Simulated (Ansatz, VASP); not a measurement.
## Two plane-wave programs on K3Pd

```xyz
4
Lattice="5.4450 0.0000 0.0000 0.0000 5.4450 0.0000 0.0000 0.0000 5.4450" Properties=species:S:1:pos:R:3 pbc="T T T"
K     2.7225    2.7225    0.0000
K     2.7225    0.0000    2.7225
K     0.0000    2.7225    2.7225
Pd    0.0000    0.0000    0.0000
```

Alike in both runs: task single point; functional PBEsol; k mesh 4 × 4 × 4; occupations gaussian, width 0.1 eV; no spin polarisation.

|  | VASP | Ansatz |
| --- | --- | --- |
| version | VASP 6.6.1 | Ansatz 0.2.0 |
| potentials or method | VASP PAW PBE potentials, release 64 (K_sv, Pd), cutoff 520 eV | scalar-relativistic, plane waves, PAW |
| valence electrons in the cell | 37 | 45 |

```tsv
	VASP	Ansatz	Ansatz less VASP
gap on the k mesh at the Fermi level (eV)	none	none	-
pressure (GPa)	-0.7	-0.7	+0.01
```

VASP's potentials were made for PBE, not for PBEsol. A gap of «none» marks a metal or a gap that the smearing closes. VASP's potentials hold 37 valence electrons a cell and Ansatz's 45, so a difference there can come from the potentials and not from the codes.
